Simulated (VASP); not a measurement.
A run of VASP 6.6.1:

INCAR

```
ALGO = Normal
EDIFF = 1E-7
ENCUT = 520
GGA = PE
ISIF = 2
ISMEAR = 0
LASPH = T
LCHARG = F
LREAL = F
LWAVE = F
NBANDS = 21
NELM = 80
PREC = Accurate
SIGMA = 0.1
```

The input KPOINTS:

```
k-points
0
Gamma
  4 4 6
```

File POSCAR:

```
Al2BN3
1.0
    2.3481778500     -4.0671633400      0.0000000000
    2.3481778500      4.0671633400      0.0000000000
   -1.5654519000      0.0000000000      3.6549266200
Al B N
2 1 3
Direct
    0.6669954500      0.0003287800      0.0009863400
    0.0003287800      0.6669954500      0.0009863400
    0.3336621100      0.3336621100      0.0009863400
    0.3339048700      0.6672382100      0.0017146200
    0.0005715400      0.0005715400      0.0017146200
    0.6672382100      0.3339048700      0.0017146200
```

Potentials or basis: VASP PAW PBE potentials, release 64 (Al, B, N).

The run is started by

```sh
$ cat potpaw_PBE.64/Al/POTCAR potpaw_PBE.64/B/POTCAR potpaw_PBE.64/N/POTCAR > POTCAR
$ mpirun -np 1 vasp_std > vasp.out
```

Hardware: 1 thread of Intel(R) Xeon(R) Platinum 8124M CPU @ 3.00GHz (Skylake/Cascade Lake) (shared host).

Task: Estimate the wall time of this run.

Result: Run time: 38 s on 1 thread of Intel(R) Xeon(R) Platinum 8124M CPU @ 3.00GHz (Skylake/Cascade Lake) (shared host), peak memory 0.2 GiB. Counts: scf iterations 16, k points 34.
